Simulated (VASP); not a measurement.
MnO2, 3 atoms in the cell. Symmetry: P-3m1, No. 164, trigonal system. The conventional cell has a = 2.652 Å, b = 2.652 Å, c = 4.272 Å, α = 90.00°, β = 90.00°, γ = 120.00°. Mn (site symmetry -3m) has 6 O at 1.77 Å within 2.3 Å. O (site symmetry 3m) has 3 Mn at 1.77 Å and 3 O at 2.33 Å within 2.4 Å. 

* Program: VASP 6.6.1
* Task: single point
* Functional: PBE
* Potentials or basis: VASP PAW PBE potentials, release 64 (Mn_pv, O)
* Cutoff: 520 eV
* k mesh: 12 × 12 × 6
* Occupations: gaussian, width 0.02 eV
* Spin: collinear spin, ferromagnetic start
* Starting moments: [4.0, 0.0, 0.0] μB
* Hubbard terms: Mn d U = 3.9 eV
* Dipole correction: no
* Further INCAR settings: ALGO = Normal; EDIFF = 1e-06; NBANDS = 24

Potentials or basis: VASP PAW PBE potentials, release 64 (Mn_pv, O).

Run with:

```bash
$ cat potpaw_PBE.64/Mn_pv/POTCAR potpaw_PBE.64/O/POTCAR > POTCAR
$ mpirun -np 1 vasp_std > vasp.out
```

Hardware: 1 thread of Intel(R) Xeon(R) Platinum 8259CL CPU @ 2.50GHz (Skylake/Cascade Lake), on a shared host.

**Question.** How long does it take, and how much memory?

**Answer.** Wall time 88 s on 1 thread of Intel(R) Xeon(R) Platinum 8259CL CPU @ 2.50GHz (Skylake/Cascade Lake) (shared host), peak memory 0.21 GiB. Counts: scf iterations 15, k points 100.
